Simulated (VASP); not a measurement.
# ZrS (Fm-3m) in VASP: notebook

Runs on ZrS. Level: PBEsol. Tasks: single point.

All numbers are computed with VASP 6.6.1; they aren't measurements. Logs are shortened: lines on timing, memory, paths and dates and some standing lists are left out, and cuts for length are marked.

### 1 The cell of the first run

Symmetry: Fm-3m, No. 225, cubic system. Conventional cell: a = 5.250 Å, b = 5.250 Å, c = 5.250 Å, α = 90.00°, β = 90.00°, γ = 90.00°. Within 3.5 Å of Zr (site symmetry m-3m) lie 6 S at 2.62 Å. Within 3.5 Å of S (site symmetry m-3m) lie 6 Zr at 2.62 Å.

### 2 Single point, PBEsol

INCAR

```
SYSTEM = ZrS
  PREC = Accurate
  ENCUT = 520
  EDIFF = 1E-6
  ISMEAR = 0
  SIGMA = 0.1
  LREAL = .FALSE.
  LASPH = .TRUE.
  NELM = 80
  ALGO = Normal
  ISIF = 2
  LWAVE = .FALSE.
  LCHARG = .FALSE.
  GGA = PS
  NBANDS = 16
```

KPOINTS

```
Automatic mesh
0
G
  18 18 18
  0 0 0
```

POSCAR

```
ZrS
1.0
    0.0000000000      2.6250000000      2.6250000000
    2.6250000000      0.0000000000      2.6250000000
    2.6250000000      2.6250000000      0.0000000000
Zr S
1 1
Direct
    0.0000000000      0.0000000000      0.0000000000
    0.5000000000      0.5000000000      0.5000000000
```

Potentials or basis: VASP PAW PBE potentials, release 64 (Zr_sv, S).

Started as:

```bash
$ cat potpaw_PBE.64/Zr_sv/POTCAR potpaw_PBE.64/S/POTCAR > POTCAR
$ mpirun -np 1 vasp_std > vasp.out
```

OUTCAR:

```text
SYSTEM = ZrS
   PREC = Accurate
   ENCUT = 520
   EDIFF = 1E-6
   ISMEAR = 0
   LREAL = .FALSE.
   LASPH = .TRUE.
   NELM = 80
   ISIF = 2
   GGA = PS

 ion  position               nearest neighbor table
   1  0.000  0.000  0.000-   2 2.62   2 2.62   2 2.62   2 2.62   2 2.62   2 2.62
   2  0.500  0.500  0.500-   1 2.62   1 2.62   1 2.62   1 2.62   1 2.62   1 2.62

  LATTYP: Found a face centered cubic cell.
 ALAT       =     5.2500000000

  Lattice vectors:

 A1 = (   0.0000000000,   2.6250000000,   2.6250000000)
 A2 = (   2.6250000000,   0.0000000000,   2.6250000000)
 A3 = (   2.6250000000,   2.6250000000,   0.0000000000)

Analysis of symmetry for initial positions (statically):
=====================================================================
 Subroutine PRICEL returns:
 Original cell was already a primitive cell.

 Routine SETGRP: Setting up the symmetry group for a
 face centered cubic supercell.

 Subroutine GETGRP returns: Found 48 space group operations
 (whereof 48 operations were pure point group operations)
 out of a pool of 48 trial point group operations.

The static configuration has the point symmetry O_h .

Analysis of symmetry for dynamics (positions and initial velocities):
=====================================================================
 Subroutine PRICEL returns:
 Original cell was already a primitive cell.

 Routine SETGRP: Setting up the symmetry group for a
 face centered cubic supercell.

 Subroutine GETGRP returns: Found 48 space group operations
 (whereof 48 operations were pure point group operations)
 out of a pool of 48 trial point group operations.

The dynamic configuration has the point symmetry O_h .

 Subroutine INISYM returns: Found 48 space group operations
 (whereof 48 operations are pure point group operations),
 and found     1 'primitive' translations

----------------------------------------------------------------------------------------

                                     Primitive cell

  volume of cell :      36.1758

  direct lattice vectors                    reciprocal lattice vectors
     0.000000000  2.625000000  2.625000000    -0.190476190  0.190476190  0.190476190
     2.625000000  0.000000000  2.625000000     0.190476190 -0.190476190  0.190476190
     2.625000000  2.625000000  0.000000000     0.190476190  0.190476190 -0.190476190

  length of vectors
     3.712310601  3.712310601  3.712310601     0.329914440  0.329914440  0.329914440

  position of ions in fractional coordinates (direct lattice)
     0.000000000  0.000000000  0.000000000
     0.500000000  0.500000000  0.500000000

  ion indices of the primitive-cell ions
   primitive index   ion index
                 1           1
                 2           2

----------------------------------------------------------------------------------------

 KPOINTS: Automatic mesh

Automatic generation of k-mesh.
 Grid dimensions read from file:
 generate k-points for:   18   18   18

 Generating k-lattice:

  Cartesian coordinates                     Fractional coordinates (reciprocal lattice)
    -0.010582011  0.010582011  0.010582011     0.055555556  0.000000000  0.000000000
     0.010582011 -0.010582011  0.010582011     0.000000000  0.055555556  0.000000000
     0.010582011  0.010582011 -0.010582011     0.000000000  0.000000000  0.055555556

  Length of vectors
     0.018328580  0.018328580  0.018328580

  Shift w.r.t. Gamma in fractional coordinates (k-lattice)
     0.000000000  0.000000000  0.000000000

 Subroutine IBZKPT returns following result:
 ===========================================

 Found    195 irreducible k-points:

 Following reciprocal coordinates:
            Coordinates               Weight
  0.000000  0.000000  0.000000      1.000000
  0.055556  0.000000  0.000000      8.000000
  0.111111  0.000000  0.000000      8.000000
  0.166667  0.000000  0.000000      8.000000
  0.222222  0.000000  0.000000      8.000000
  0.277778  0.000000  0.000000      8.000000
[... 16 lines left out ...]
 -0.277778  0.055556  0.000000     24.000000
 -0.222222  0.055556  0.000000     24.000000
 [... further k-points ...]
   k-points           NKPTS =    195   k-points in BZ     NKDIM =    195   number of bands    NBANDS=     16
   number of dos      NEDOS =    301   number of ions     NIONS =      2
   total plane-waves  NPLWV =  21952
   dimension x,y,z NGX =    28 NGY =   28 NGZ =   28
   dimension x,y,z NGXF=    56 NGYF=   56 NGZF=   56
   ions per type =               1   1
   NGX,Y,Z   is equivalent  to a cutoff of  12.54, 12.54, 12.54 a.u.
   NGXF,Y,Z  is equivalent  to a cutoff of  25.08, 25.08, 25.08 a.u.
 SYSTEM =  ZrS
   PREC   = accura    normal or accurate (medium, high low for compatibility)
   ISTART =      0    job   : 0-new  1-cont  2-samecut
   ICHARG =      2    charge: 1-file 2-atom 10-const
   ISPIN  =      1    spin polarized calculation?
   LNONCOLLINEAR =      F non collinear calculations
   LSORBIT =      F    spin-orbit coupling
   LASPH  =      T    aspherical Exc in radial PAW
   ENCUT  =  520.0 eV  38.22 Ry    6.18 a.u.   6.90  6.90  6.90*2*pi/ulx,y,z
   NELM   =     80;   NELMIN=  2; NELMDL= -5     # of ELM steps
   EDIFF  = 0.1E-05   stopping-criterion for ELM
   LREAL  =      F    real-space projection
   EDIFFG = 0.1E-04   stopping-criterion for IOM
   NSW    =      0    number of steps for IOM
   IBRION =     -1    ionic relax: 0-MD 1-quasi-New 2-CG
   NFREE  =      0    steps in history (QN), initial steepest desc. (CG)
   ISIF   =      2    stress and relaxation
   ISYM   =      2    0-nonsym 1-usesym 2-fastsym
   POTIM  = 0.5000    time-step for ionic-motion
   TEBEG  =    0.0;   TEEND  =   0.0 temperature during run
   PSTRESS=    0.0 pullay stress
   NELECT =      18.0000    total number of electrons
   NUPDOWN=      -1.0000    fix difference up-down
   EMIN   =  10.00;   EMAX   =-10.00  energy-range for DOS
   EFERMI =   0.00;   METHOD = LEGACY
   ISMEAR =     0;   SIGMA  =   0.10  broadening in eV -4-tet -1-fermi 0-gaus
   EFERMI_NEDOS =   21; number of points for ismear=-14 and -15
   IALGO  =     38    algorithm
   IMIX   =      4    mixing-type and parameters
     AMIX     =   0.40;   BMIX     =  1.00
     AMIX_MAG =   1.60;   BMIX_MAG =  1.00
  volume/ion in A,a.u.               =      18.09       122.06
  Fermi-wavevector in a.u.,A,eV,Ry     =   1.297258  2.451462 22.896950  1.682878
  Thomas-Fermi vector in A             =   2.428662
   LORBIT       =      0    0 simple, 1 ext, 2 COOP (PROOUT), +10 PAW based schemes
   GGA     = PS    functional components
   LHFCALC =     F    Hartree Fock is set to
   AEXX    =    0.0000 exact exchange contribution
   IVDW    =     0    specifies the selected vdW correction
   LEPSILON=     F    determine dielectric tensor
   LRPA    =     F    only Hartree local field effects (RPA)
 non-spin polarized calculation
 Gauss-broadening in eV      SIGMA  =   0.10
  energy-cutoff  :      520.00
  volume of cell :       36.18
 maximum number of plane-waves:       990
   NGX = 13   NGY = 13   NGZ = 13

 number of electron      18.0000000 magnetization

 Free energy of the ion-electron system (eV)
  ---------------------------------------------------
  ext. energy  EPLUGINS =         0.00000000
  ---------------------------------------------------
  free energy    TOTEN  =       -16.48210338 eV

  energy without entropy =      -16.47461157  energy(sigma->0) =      -16.47835748

 E-fermi :  10.6113     XC(G=0): -11.4607

 val. band max:       10.6087115698   @ k =   0.4444   0.1111   0.0556
 cond. band min:      10.6276285377   @ k =   0.2778   0.0556   0.0000
 fundamental gap:      0.0189169679
 Fermi energy:        10.6113022394

 k-point     1 :       0.0000    0.0000    0.0000
  band No.  band energies     occupation
      1     -39.2846      2.00000
      2     -17.2800      2.00000
      3     -17.2800      2.00000
      4     -17.2800      2.00000
      5      -5.2138      2.00000
      6       7.0912      2.00000
[... 8 lines left out ...]
     15      17.7259      0.00000
     16      22.9587      0.00000

 k-point     2 :       0.0556    0.0000    0.0000
  band No.  band energies     occupation
      1     -39.2838      2.00000
      2     -17.2910      2.00000
      3     -17.2809      2.00000
      4     -17.2809      2.00000
      5      -5.1742      2.00000
      6       6.8350      2.00000
[... 8 lines left out ...]
     15      17.8603      0.00000
     16      22.6569      0.00000

 k-point     3 :       0.1111    0.0000    0.0000
  band No.  band energies     occupation
      1     -39.2816      2.00000
      2     -17.3226      2.00000
      3     -17.2836      2.00000
      4     -17.2836      2.00000
      5      -5.0586      2.00000
      6       6.2340      2.00000
[... 8 lines left out ...]
     15      18.2205      0.00000
     16      21.9750      0.00000

 k-point     4 :       0.1667    0.0000    0.0000
  band No.  band energies     occupation
      1     -39.2781      2.00000
      2     -17.3704      2.00000
      3     -17.2878      2.00000
      4     -17.2878      2.00000
      5      -4.8763      2.00000
      6       5.5059      2.00000
[... 8 lines left out ...]
     15      18.6221      0.00000
     16      21.3718      0.00000
[... 324 lines left out ...]
 k-point    22 :      -0.3333    0.0556    0.0000
  band No.  band energies     occupation
      1     -39.2633      2.00000
      2     -17.5585      2.00000
      3     -17.3157      2.00000
      4     -17.3019      2.00000
      5      -4.0286      2.00000
      6       3.3020      2.00000
[... 8 lines left out ...]
     15      18.1663      0.00000
     16      18.3615      0.00000

 k-point    23 :      -0.2778    0.0556    0.0000
  band No.  band energies     occupation
      1     -39.2673      2.00000
      2     -17.5070      2.00000
      3     -17.3114      2.00000
      4     -17.2961      2.00000
      5      -4.2788      2.00000
      6       3.8338      2.00000
[... 8 lines left out ...]
     15      18.6724      0.00000
     16      18.9581      0.00000

 k-point    24 :      -0.2222    0.0556    0.0000
  band No.  band energies     occupation
      1     -39.2718      2.00000
      2     -17.4491      2.00000
      3     -17.3058      2.00000
      4     -17.2905      2.00000
      5      -4.5384      2.00000
      6       4.4586      2.00000
[... 8 lines left out ...]
     15      18.6751      0.00000
     16      19.7573      0.00000

 [... further k-points ...]
[... 5 lines left out ...]
  --------------------------------------------------------------------------------------
  -------------------------------------------------------------------------------------
  Total       -1.4155944     -1.4155944     -1.4155944      0.0000000      0.0000000      0.0000000
  in kB      -62.6947951    -62.6947951    -62.6947951      0.0000000      0.0000000      0.0000000
  external PRESSURE =     -62.6947951 kB  Pullay stress =       0.0000000 kB

 VOLUME and BASIS-vectors are now :
 -----------------------------------------------------------------------------
  energy-cutoff  :      520.00
  volume of cell :       36.18
      direct lattice vectors                 reciprocal lattice vectors
     0.000000000  2.625000000  2.625000000    -0.190476190  0.190476190  0.190476190
     2.625000000  0.000000000  2.625000000     0.190476190 -0.190476190  0.190476190
     2.625000000  2.625000000  0.000000000     0.190476190  0.190476190 -0.190476190

 POSITION                                       TOTAL-FORCE (eV/Angst)
 -----------------------------------------------------------------------------------
      0.00000      0.00000      0.00000         0.000000      0.000000     -0.000000
      2.62500      2.62500      2.62500         0.000000     -0.000000      0.000000
 -----------------------------------------------------------------------------------
    total drift:                                0.000000      0.000000      0.000000

  FREE ENERGIE OF THE ION-ELECTRON SYSTEM (eV)
  ---------------------------------------------------
  free  energy   TOTEN  =       -16.4821033844 eV

  energy  without entropy=      -16.4746115679  energy(sigma->0) =      -16.47835748
```

Run time: 45 s. Hardware: 1 thread of Intel Xeon 6975P-C (Granite Rapids), shared host; peak memory 0.24 GiB.

Results:

* Free energy: -16.4821 eV
* Pressure: -6.3 GPa
* Band gap on the k mesh: zero (band 9 reaches 12.06 eV, above the bottom of band 10 at 9.24 eV)

Caveat: the PAW data sets were made with another functional, which shifts forces and pressure a little.

### 3 Single point, PBEsol

INCAR

```
SYSTEM = ZrS
ALGO = Normal
EDIFF = 1E-7
ENCUT = 520
GGA = PS
ISIF = 2
ISMEAR = 0
LASPH = .TRUE.
LCHARG = .FALSE.
LREAL = .FALSE.
LWAVE = .FALSE.
NBANDS = 16
NELM = 80
PREC = Accurate
SIGMA = 0.1
```

KPOINTS

```
k-points
0
G
  22 22 22
  0 0 0
```

POSCAR is that of step 2.

Potentials or basis: VASP PAW PBE potentials, release 64 (Zr_sv, S).

Started as:

```bash
$ cat potpaw_PBE.64/Zr_sv/POTCAR potpaw_PBE.64/S/POTCAR > POTCAR
$ mpirun -np 1 vasp_std > vasp.out
```

Wall time 80 s (1 thread of Intel Xeon 6975P-C (Granite Rapids), shared host); peak memory 0.3 GiB.

The run converged. Its results:

```
Free energy            : -16.4810 eV
Pressure               : -6.3 GPa
Band gap on the k mesh : zero (band 9 reaches 12.07 eV, above the bottom of band 10 at 9.24 eV)
```

Levels at points of the mesh, in eV from the Fermi level:
```tsv
k point	band 6	band 7	band 8	band 9	band 10	band 11	band 12	band 13
(0.00, 0.00, 0.00)	-3.51	-3.51	-3.51	-1.36	-1.36	-1.36	-0.68	-0.68
(0.50, 0.00, 0.00)	-8.02	-5.96	-5.96	1.46	1.46	1.77	1.88	5.61
(0.50, 0.50, 0.00)	-6.25	-4.46	-4.46	-3.45	0.51	2.37	2.37	2.79
```

Caveat: the PAW data sets were made with another functional, which shifts forces and pressure a little.
